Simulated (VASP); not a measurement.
# HfN in VASP: a series of runs, part 2 of 2

VASP 6.6.1. Earlier steps stand in the parts before.

### 3 Single point, PBE (atom 3 (N) moved 0.08 Å along z)

Contents of INCAR:

```
ALGO = Normal
EDIFF = 1E-7
ENCUT = 520
GGA = PE
ISIF = 2
ISMEAR = 0
LASPH = True
LCHARG = False
LREAL = False
LWAVE = False
NBANDS = 23
NELM = 60
PREC = Accurate
SIGMA = 0.05
```

Contents of KPOINTS:

```
k-points
0
Gamma
  10 10 8
```

Contents of POSCAR:

```
HfN
1.0
    3.8567057347      0.0000000000      0.0000000000
    0.0000000000      3.8567057347      0.0000000000
    0.0000000000      0.0000000000      4.8184718836
Hf N
2 2
Direct
    0.5000000000      0.0000000000      0.1768716561
    0.0000000000      0.5000000000      0.8231283439
    0.0000000000      0.0000000000      0.0166027741
    0.5000000000      0.5000000000      0.0000000000
```

Potentials or basis: VASP PAW PBE potentials, release 64 (Hf_pv, N).

Started as:

```bash
> cat potpaw_PBE.64/Hf_pv/POTCAR potpaw_PBE.64/N/POTCAR > POTCAR
> mpirun -np 1 vasp_std > vasp.out
```

OUTCAR:

```text
EDIFF = 1E-7
   ENCUT = 520
   GGA = PE
   ISIF = 2
   ISMEAR = 0
   LASPH = True
   LREAL = False
   NELM = 60
   PREC = Accurate

 ion  position               nearest neighbor table
   1  0.500  0.000  0.177-   3 2.08   3 2.08   4 2.11   4 2.11   2 3.22   2 3.22   2 3.22   2 3.22

   2  0.000  0.500  0.823-   4 2.11   4 2.11   3 2.14   3 2.14   1 3.22   1 3.22   1 3.22   1 3.22

   3  0.000  0.000  0.017-   1 2.08   1 2.08   2 2.14   2 2.14
   4  0.500  0.500  0.000-   1 2.11   2 2.11   1 2.11   2 2.11

  LATTYP: Found a simple tetragonal cell.
 ALAT       =     3.8567057347
 C/A-ratio  =     1.2493750405

  Lattice vectors:

 A1 = (   3.8567057347,   0.0000000000,   0.0000000000)
 A2 = (   0.0000000000,   3.8567057347,   0.0000000000)
 A3 = (   0.0000000000,   0.0000000000,   4.8184718836)

Analysis of symmetry for initial positions (statically):
=====================================================================
 Subroutine PRICEL returns:
 Original cell was already a primitive cell.

 Routine SETGRP: Setting up the symmetry group for a
 simple tetragonal supercell.

 Subroutine GETGRP returns: Found  4 space group operations
 (whereof  4 operations were pure point group operations)
 out of a pool of 16 trial point group operations.

The static configuration has the point symmetry C_2v.

Analysis of symmetry for dynamics (positions and initial velocities):
=====================================================================
 Subroutine PRICEL returns:
 Original cell was already a primitive cell.

 Routine SETGRP: Setting up the symmetry group for a
 simple tetragonal supercell.

 Subroutine GETGRP returns: Found  4 space group operations
 (whereof  4 operations were pure point group operations)
 out of a pool of 16 trial point group operations.

The dynamic configuration has the point symmetry C_2v.

 Subroutine INISYM returns: Found  4 space group operations
 (whereof  4 operations are pure point group operations),
 and found     1 'primitive' translations

----------------------------------------------------------------------------------------

                                     Primitive cell

  volume of cell :      71.6708

  direct lattice vectors                    reciprocal lattice vectors
     3.856705735  0.000000000  0.000000000     0.259288644  0.000000000  0.000000000
     0.000000000  3.856705735  0.000000000     0.000000000  0.259288644  0.000000000
     0.000000000  0.000000000  4.818471884     0.000000000  0.000000000  0.207534676

  length of vectors
     3.856705735  3.856705735  4.818471884     0.259288644  0.259288644  0.207534676

  position of ions in fractional coordinates (direct lattice)
     0.500000000  0.000000000  0.176871656
     0.000000000  0.500000000  0.823128344
     0.000000000  0.000000000  0.016602774
     0.500000000  0.500000000  0.000000000

  ion indices of the primitive-cell ions
   primitive index   ion index
                 1           1
                 2           2
                 3           3
                 4           4

----------------------------------------------------------------------------------------

 KPOINTS: k-points

Automatic generation of k-mesh.
 Grid dimensions read from file:
 generate k-points for:   10   10    8

 Generating k-lattice:

  Cartesian coordinates                     Fractional coordinates (reciprocal lattice)
     0.025928864  0.000000000  0.000000000     0.100000000  0.000000000  0.000000000
     0.000000000  0.025928864  0.000000000     0.000000000  0.100000000  0.000000000
     0.000000000  0.000000000  0.025941834     0.000000000  0.000000000  0.125000000

  Length of vectors
     0.025928864  0.025928864  0.025941834

  Shift w.r.t. Gamma in fractional coordinates (k-lattice)
     0.000000000  0.000000000  0.000000000

 Subroutine IBZKPT returns following result:
 ===========================================

 Found    180 irreducible k-points:

 Following reciprocal coordinates:
            Coordinates               Weight
  0.000000  0.000000  0.000000      1.000000
  0.100000  0.000000  0.000000      2.000000
  0.000000  0.100000  0.000000      2.000000
  0.200000  0.000000  0.000000      2.000000
  0.000000  0.200000  0.000000      2.000000
  0.300000  0.000000  0.000000      2.000000
[... 16 lines left out ...]
 -0.200000  0.300000  0.000000      4.000000
  0.400000  0.200000  0.000000      4.000000
 [... further k-points ...]
   k-points           NKPTS =    180   k-points in BZ     NKDIM =    180   number of bands    NBANDS=     23
   number of dos      NEDOS =    301   number of ions     NIONS =      4
   total plane-waves  NPLWV =  32400
   dimension x,y,z NGX =    30 NGY =   30 NGZ =   36
   dimension x,y,z NGXF=    60 NGYF=   60 NGZF=   72
   ions per type =               2   2
   NGX,Y,Z   is equivalent  to a cutoff of  12.93, 12.93, 12.42 a.u.
   NGXF,Y,Z  is equivalent  to a cutoff of  25.86, 25.86, 24.84 a.u.
 SYSTEM =  unknown system
   PREC   = accura    normal or accurate (medium, high low for compatibility)
   ISTART =      0    job   : 0-new  1-cont  2-samecut
   ICHARG =      2    charge: 1-file 2-atom 10-const
   ISPIN  =      1    spin polarized calculation?
   LNONCOLLINEAR =      F non collinear calculations
   LSORBIT =      F    spin-orbit coupling
   LASPH  =      T    aspherical Exc in radial PAW
   ENCUT  =  520.0 eV  38.22 Ry    6.18 a.u.   7.17  7.17  8.96*2*pi/ulx,y,z
   NELM   =     60;   NELMIN=  2; NELMDL= -5     # of ELM steps
   EDIFF  = 0.1E-06   stopping-criterion for ELM
   LREAL  =      F    real-space projection
   EDIFFG = 0.1E-05   stopping-criterion for IOM
   NSW    =      0    number of steps for IOM
   IBRION =     -1    ionic relax: 0-MD 1-quasi-New 2-CG
   NFREE  =      0    steps in history (QN), initial steepest desc. (CG)
   ISIF   =      2    stress and relaxation
   ISYM   =      2    0-nonsym 1-usesym 2-fastsym
   POTIM  = 0.5000    time-step for ionic-motion
   TEBEG  =    0.0;   TEEND  =   0.0 temperature during run
   PSTRESS=    0.0 pullay stress
   NELECT =      30.0000    total number of electrons
   NUPDOWN=      -1.0000    fix difference up-down
   EMIN   =  10.00;   EMAX   =-10.00  energy-range for DOS
   EFERMI =   0.00;   METHOD = LEGACY
   ISMEAR =     0;   SIGMA  =   0.05  broadening in eV -4-tet -1-fermi 0-gaus
   EFERMI_NEDOS =   21; number of points for ismear=-14 and -15
   IALGO  =     38    algorithm
   IMIX   =      4    mixing-type and parameters
     AMIX     =   0.40;   BMIX     =  1.00
     AMIX_MAG =   1.60;   BMIX_MAG =  1.00
  volume/ion in A,a.u.               =      17.92       120.91
  Fermi-wavevector in a.u.,A,eV,Ry     =   1.224619  2.314195 20.404558  1.499693
  Thomas-Fermi vector in A             =   2.359687
   LORBIT       =      0    0 simple, 1 ext, 2 COOP (PROOUT), +10 PAW based schemes
   GGA     = PE    functional components
   LHFCALC =     F    Hartree Fock is set to
   AEXX    =    0.0000 exact exchange contribution
   IVDW    =     0    specifies the selected vdW correction
   LEPSILON=     F    determine dielectric tensor
   LRPA    =     F    only Hartree local field effects (RPA)
 non-spin polarized calculation
 Gauss-broadening in eV      SIGMA  =   0.05
  energy-cutoff  :      520.00
  volume of cell :       71.67
 maximum number of plane-waves:      1964
 NGX is ok and might be reduce to    30
   NGX = 15   NGY = 15   NGZ = 17

 number of electron      30.0000003 magnetization

 Free energy of the ion-electron system (eV)
  ---------------------------------------------------
  ext. energy  EPLUGINS =         0.00000000
  ---------------------------------------------------
  free energy    TOTEN  =       -41.20596282 eV

  energy without entropy =      -41.20425540  energy(sigma->0) =      -41.20510911

 E-fermi :   3.9509     XC(G=0): -10.1466

 val. band max:        3.9377729118   @ k =  -0.2000   0.4000   0.1250
 cond. band min:       3.9538014685   @ k =   0.3000   0.3000   0.5000
 fundamental gap:      0.0160285567
 Fermi energy:         3.9509136397

 k-point     1 :       0.0000    0.0000    0.0000
  band No.  band energies     occupation
      1     -27.6600      2.00000
      2     -27.5582      2.00000
      3     -27.5529      2.00000
      4     -27.3160      2.00000
      5     -27.2189      2.00000
      6     -27.2181      2.00000
[... 15 lines left out ...]
     22       8.8402      0.00000
     23       9.3906      0.00000
[... 575 lines left out ...]
      1     -27.7048      2.00000
      2     -27.6949      2.00000
      3     -27.5452      2.00000
      4     -27.3348      2.00000
      5     -27.2693      2.00000
      6     -27.2341      2.00000
[... 15 lines left out ...]
     22       8.6043      0.00000
     23       9.0803      0.00000

 [... further k-points ...]
[... 5 lines left out ...]
  --------------------------------------------------------------------------------------
  -------------------------------------------------------------------------------------
  Total        0.2234595     -1.4282348     -0.4021671      0.0000000      0.0000000      0.0000000
  in kB        4.9953638    -31.9277165     -8.9903135      0.0000000      0.0000000      0.0000000
  external PRESSURE =     -11.9742220 kB  Pullay stress =       0.0000000 kB

 VOLUME and BASIS-vectors are now :
 -----------------------------------------------------------------------------
  energy-cutoff  :      520.00
  volume of cell :       71.67
      direct lattice vectors                 reciprocal lattice vectors
     3.856705735  0.000000000  0.000000000     0.259288644  0.000000000  0.000000000
     0.000000000  3.856705735  0.000000000     0.000000000  0.259288644  0.000000000
     0.000000000  0.000000000  4.818471884     0.000000000  0.000000000  0.207534676

 POSITION                                       TOTAL-FORCE (eV/Angst)
 -----------------------------------------------------------------------------------
      1.92835      0.00000      0.85225         0.000000      0.000000      0.239939
      0.00000      1.92835      3.96622         0.000000      0.000000      0.584155
      0.00000      0.00000      0.08000         0.000000      0.000000     -0.711587
      1.92835      1.92835      0.00000         0.000000      0.000000     -0.112508
 -----------------------------------------------------------------------------------
    total drift:                                0.000000      0.000000      0.000015

  FREE ENERGIE OF THE ION-ELECTRON SYSTEM (eV)
  ---------------------------------------------------
  free  energy   TOTEN  =       -41.2059628163 eV

  energy  without entropy=      -41.2042554042  energy(sigma->0) =      -41.20510911
```

Wall time 5.5 min (1 thread of Intel Xeon 6975P-C (Granite Rapids), shared host); peak memory 0.36 GiB.

Results:

```
Free energy            : -41.2060 eV
Pressure               : -1.2 GPa
Largest force          : 0.712 eV/Å
Band gap on the k mesh : zero (bands 15 and 16 overlap by 2.06 eV)
```

Forces in eV/Å, atoms in the order of the input:
```
Hf   0.000  0.000  0.240
Hf   0.000  0.000  0.584
N    0.000  0.000 -0.712
N    0.000  0.000 -0.113
```

Stress tensor (GPa, compression positive):
```
 0.50  0.00  0.00
 0.00 -3.19  0.00
 0.00  0.00 -0.90
```

Caveat: the cell differs from its parent crystal (atom 3 (N) moved 0.08 Å along z); spin-orbit coupling is left out, which moves the levels of the heavy elements.

### 4 Single point, PBE (atom 1 (Hf) moved 0.12 Å along x)

Contents of INCAR:

```
PREC = Accurate
ENCUT = 520
EDIFF = 1E-6
ISMEAR = 0
SIGMA = 0.05
LREAL = F
LASPH = T
NELM = 80
ALGO = Normal
ISIF = 2
LWAVE = F
LCHARG = T
GGA = PE
LELF = T
LVHAR = T
NBANDS = 23
```

Contents of KPOINTS:

```
Automatic mesh
0
Gamma
  10 10 8
```

Contents of POSCAR:

```
HfN
1.0
    3.8567057347      0.0000000000      0.0000000000
    0.0000000000      3.8567057347      0.0000000000
    0.0000000000      0.0000000000      4.8184718836
Hf N
2 2
Direct
    0.5311146373      0.0000000000      0.1768716561
    0.0000000000      0.5000000000      0.8231283439
    0.0000000000      0.0000000000      0.0000000000
    0.5000000000      0.5000000000      0.0000000000
```

Started as:

```bash
> cat potpaw_PBE.64/Hf_pv/POTCAR potpaw_PBE.64/N/POTCAR > POTCAR
> mpirun -np 1 vasp_std > vasp.out
```

It took 6.4 min on 1 thread of Intel Xeon 6975P-C (Granite Rapids), shared host; peak memory 0.45 GiB.

It converged, with:

```yaml
Free_energy: -41.1555 eV
Pressure: -0.4 GPa
Largest_force: 1.369 eV/Å
Band_gap_on_the_k_mesh: zero (bands 15 and 16 overlap by 2.02 eV)
```

Forces on the atoms (eV/Å):
```
Hf  -1.367  0.000  0.079
Hf   0.108  0.000  0.121
N    0.973  0.000 -0.200
N    0.286  0.000  0.000
```

Stress tensor (GPa, compression positive):
```
 0.32  0.00 -3.49
 0.00 -1.39  0.00
-3.49  0.00 -0.22
```

Levels at points of the mesh, in eV from the Fermi level:
```tsv
k point	band 11	band 12	band 13	band 14	band 15	band 16	band 17	band 18	band 19	band 20
(0.00, 0.00, 0.00)	-5.29	-4.34	-2.44	-2.38	-2.31	0.65	2.95	3.56	3.57	4.10
(0.50, 0.00, 0.00)	-4.69	-4.67	-3.76	-3.63	-1.26	-1.02	2.66	2.81	2.88	3.01
(0.00, 0.50, 0.00)	-4.68	-4.63	-3.69	-3.66	-1.17	-1.17	2.64	2.76	2.91	3.03
(0.50, 0.50, 0.00)	-3.49	-3.46	-2.70	-2.64	-0.10	-0.10	0.30	0.40	3.26	3.27
(0.00, 0.00, 0.50)	-5.29	-4.52	-2.59	-2.54	-1.13	0.76	2.97	3.61	3.75	3.96
(0.50, 0.00, 0.50)	-4.75	-4.61	-4.08	-4.04	0.08	0.23	2.25	2.41	3.22	3.81
(0.00, 0.50, 0.50)	-4.69	-4.69	-4.06	-4.02	0.15	0.16	2.20	2.30	3.45	3.61
(0.50, 0.50, 0.50)	-3.48	-3.45	-3.18	-3.13	0.85	0.94	1.18	1.35	1.92	2.06
```

Caveat: the cell differs from its parent crystal (atom 1 (Hf) moved 0.12 Å along x); spin-orbit coupling is left out, which moves the levels of the heavy elements; forces of over 1 eV/Å act on the atoms, so gaps and moduli don't describe the material at rest.

### 5 Single point, PBE

INCAR: that of step 4 with these lines changed.

```diff
@@ -2,3 +2,3 @@
 ENCUT = 520
-EDIFF = 1E-6
+EDIFF = 1E-7
 ISMEAR = 0
```

Contents of KPOINTS:

```
regular mesh
0
Gamma
  10 10 8
```

Contents of POSCAR:

```
HfN
1.0
    3.8567057347      0.0000000000      0.0000000000
    0.0000000000      3.8567057347     -0.0192835287
    0.0000000000     -0.0240923594      4.8184718836
Hf N
2 2
Direct
    0.5000000000      0.0000000000      0.1768716561
    0.0000000000      0.5000000000      0.8231283439
    0.0000000000      0.0000000000      0.0000000000
    0.5000000000      0.5000000000      0.0000000000
```

Started as:

```bash
> cat potpaw_PBE.64/Hf_pv/POTCAR potpaw_PBE.64/N/POTCAR > POTCAR
> mpirun -np 1 vasp_std > vasp.out
```

Wall time 7.2 min (1 thread of Intel Xeon 6975P-C (Granite Rapids), shared host); peak memory 0.45 GiB.

The run converged. Its results:

```
Free energy            : -41.2331 eV
Pressure               : -1.3 GPa
Largest force          : 0.218 eV/Å
Band gap on the k mesh : zero (bands 15 and 16 overlap by 2.22 eV)
```

Forces in eV/Å, atoms in the order of the input:
```
Hf   0.000  0.121 -0.181
Hf   0.000 -0.121  0.181
N    0.000  0.051  0.000
N    0.000 -0.051  0.000
```

Stress tensor (GPa, compression positive):
```
-1.57  0.00  0.00
 0.00 -1.56  0.47
 0.00  0.47 -0.74
```

Levels at points of the mesh, in eV from the Fermi level:
```tsv
k point	band 12	band 13	band 14	band 15	band 16	band 17	band 18	band 19
(0.00, 0.00, 0.00)	-4.34	-2.35	-2.35	-2.32	0.60	2.95	3.57	3.57
(0.50, 0.00, 0.00)	-4.68	-3.67	-3.67	-1.16	-1.16	2.80	2.80	2.85
(0.00, 0.50, 0.00)	-4.68	-3.68	-3.66	-1.17	-1.16	2.79	2.83	2.83
(0.50, 0.50, 0.00)	-3.46	-2.64	-2.64	-0.07	-0.07	0.30	0.30	3.26
(0.00, 0.00, 0.50)	-4.53	-2.52	-2.52	-1.12	0.73	2.96	3.71	3.74
(0.50, 0.00, 0.50)	-4.76	-4.05	-4.05	0.17	0.17	2.30	2.30	3.49
(0.00, 0.50, 0.50)	-4.73	-4.05	-4.05	0.15	0.18	2.27	2.33	3.45
(0.50, 0.50, 0.50)	-3.45	-3.14	-3.14	1.06	1.06	1.13	1.13	1.94
```

Caveat: spin-orbit coupling is left out, which moves the levels of the heavy elements.

### 6 The runs side by side

| cell | gap on the mesh (eV) | pressure (GPa) | largest force (eV/Å) |
| --- | --- | --- | --- |
| a = 3.857, b = 3.857, c = 4.818 Å, 4 atoms, atomic positions A | none | -1.3 | 0.18 |
| a = 3.857, b = 3.857, c = 4.818 Å, 4 atoms, atomic positions B | none | -1.2 | 0.71 |
| a = 3.857, b = 3.857, c = 4.818 Å, 4 atoms, atomic positions C | none | -0.4 | 1.37 |
| a = 3.857, b = 3.857, c = 4.819 Å, angles 90.6, 90.0, 90.0°, 4 atoms, atomic positions A | none | -1.3 | 0.22 |

Alike in all rows: task single point; level PBE; potentials or basis VASP PAW PBE potentials, release 64 (Hf_pv, N); no spin polarisation; k mesh 10 × 10 × 8; cutoff (eV) 520; smearing gaussian 0.05 eV.

Caveats: spin-orbit coupling is left out, which moves the levels of the heavy elements; forces of over 1 eV/Å act on the atoms, so gaps and moduli don't describe the material at rest (at least some runs).

Absolute energies hang on the potentials; compare differences alone.

The gap in the log of VASP goes by the Fermi energy; the results here count the filled bands.